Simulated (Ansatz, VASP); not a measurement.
SrCo3 in VASP and in Ansatz

Contents of INCAR:

```
SYSTEM = SrCo3
  PREC = Accurate
  ENCUT = 520
  EDIFF = 1E-7
  ISMEAR = 0
  SIGMA = 0.05
  LREAL = .False.
  LASPH = .True.
  NELM = 150
  ALGO = Normal
  ISIF = 2
  LWAVE = .False.
  LCHARG = .False.
  ISPIN = 2
  MAGMOM = 0 1.67 1.67 1.67
  LORBIT = 11
  LMAXMIX = 4
  GGA = PE
  NBANDS = 30
```

File KPOINTS:

```
Automatic mesh
0
Gamma
  8 8 8
  0 0 0
```

File POSCAR:

```
SrCo3
1.0
    4.0068273888      0.0000000000      0.0000000000
    0.0000000000      4.0068273888      0.0000000000
    0.0000000000      0.0000000000      4.0869639366
Sr Co
1 3
Direct
    0.0000000000      0.0000000000      0.0000000000
    0.0000000000      0.5000000000      0.5000000000
    0.5000000000      0.5000000000      0.0000000000
    0.5000000000      0.0000000000      0.5000000000
```

Input for Ansatz:

```yaml
crystal:
  lattice:
    - [4.0068273888, 0.0, 0.0]
    - [0.0, 4.0068273888, 0.0]
    - [0.0, 0.0, 4.0869639366]
  atoms:
    - { symbol: Sr, position: [0.0, 0.0, 0.0] }
    - { symbol: Co, position: [0.0, 0.5, 0.5], spin: 1.67 }
    - { symbol: Co, position: [0.5, 0.5, 0.0], spin: 1.67 }
    - { symbol: Co, position: [0.5, 0.0, 0.5], spin: 1.67 }
basis:
  ecutwfc: 420
  ecutrho_ratio: 4
kpoints:
  mp_grid: { grid: [8, 8, 8] }
hamiltonian:
  xc: pbe
scf:
  occupations: { method: gaussian, width: 0.05 }
output:
  forces: true
  stress: true
  eigenvalues: true
  populations: true
magnetization:
  spin_polarized: true
```

Change from the starting cell: strain e3 = +0.02, atoms carried along.

Alike in both runs: task single point; functional PBE; k mesh 8 × 8 × 8; occupations gaussian, width 0.05 eV; collinear spin.

```csv
,VASP,Ansatz
version,VASP 6.6.1,Ansatz 0.2.0
potentials or method,"VASP PAW PBE potentials, release 64 (Sr_sv, Co), cutoff 520 eV","scalar-relativistic, plane waves, PAW"
valence electrons in the cell,37,61
```

```csv
,VASP,Ansatz,Ansatz less VASP
gap on the k mesh at the Fermi level (eV),none,none,-
pressure (GPa),-1.1,-1.5,-0.40
"traceless stress, the component that is largest in VASP (GPa)",-0.25,-0.21,+0.033
net moment per atom (μB),1.04,1.04,+0.002
size of the moment on the site where the two differ most (μB),1.52,1.54,+0.020
```

Site moments also hang on the region over which each program counts them. A gap of «none» marks a metal or a gap that the smearing closes. VASP's potentials hold 37 valence electrons a cell and Ansatz's 61, so a difference there can come from the potentials and not from the codes.
